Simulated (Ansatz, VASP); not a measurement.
## Ag in VASP and in Ansatz

INCAR

```
SYSTEM = Ag
  ALGO = Fast
  EDIFF = 1E-7
  EDIFFG = -0.01
  ENCUT = 600
  GGA = PS
  IBRION = 2
  ISIF = 3
  ISMEAR = 0
  LASPH = .True.
  LCHARG = .False.
  LREAL = .False.
  LWAVE = .False.
  NELM = 60
  NSW = 80
  PREC = Accurate
  SIGMA = 0.1
```

KPOINTS

```
k-points
0
Gamma
  18 18 10
  0 0 0
```

POSCAR

```
Ag
1.0
    2.9003992152      0.0000000000      0.0000000000
   -1.4501996076      2.5118194015      0.0000000000
    0.0000000000      0.0000000000      4.6256581774
Ag
2
Direct
    0.3333333333      0.6666666667      0.2500000000
    0.6666666667      0.3333333333      0.7500000000
```

Input for Ansatz:

```yaml
crystal:
  lattice:
    - [2.9003992152, 0.0, 0.0]
    - [-1.4501996076, 2.5118194015, 0.0]
    - [0.0, 0.0, 4.6256581774]
  atoms:
    - { symbol: Ag, position: [0.3333333333, 0.6666666667, 0.25] }
    - { symbol: Ag, position: [0.6666666667, 0.3333333333, 0.75] }
basis:
  ecutwfc: 420
kpoints:
  mp_grid: { grid: [18, 18, 10] }
hamiltonian:
  xc: pbesol
scf:
  occupations: { method: gaussian, width: 0.1 }
output:
  forces: true
  stress: true
  eigenvalues: true
relax:
  adjacent_minimum: "off"
  f_tol: 0.01
  max_steps: 60
  cell: { stress_tol: 0.1 }
```

Alike in both runs: task relaxation of cell and atoms; functional PBEsol; k mesh 18 × 18 × 10; occupations gaussian, width 0.1 eV; no spin polarisation.

|  | VASP | Ansatz |
| --- | --- | --- |
| version | VASP 6.6.1 | Ansatz 0.2.0 |
| potentials or method | VASP PAW PBE potentials, release 64 (Ag), cutoff 600 eV | scalar-relativistic, plane waves, PAW |
| valence electrons in the cell | 22 | 38 |

```tsv
	VASP	Ansatz	Ansatz less VASP
gap on the k mesh at the Fermi level, each at its own relaxed structure (eV)	none	none	-
relaxed volume (Å³/atom)	16.66	16.70	+0.043
relaxed cell length with the largest relative difference (Å)	2.865	2.867	+0.0025
```

VASP's potentials were made for PBE, not for PBEsol. A gap of «none» marks a metal or a gap that the smearing closes. VASP's potentials hold 22 valence electrons a cell and Ansatz's 38, so a difference there can come from the potentials and not from the codes.
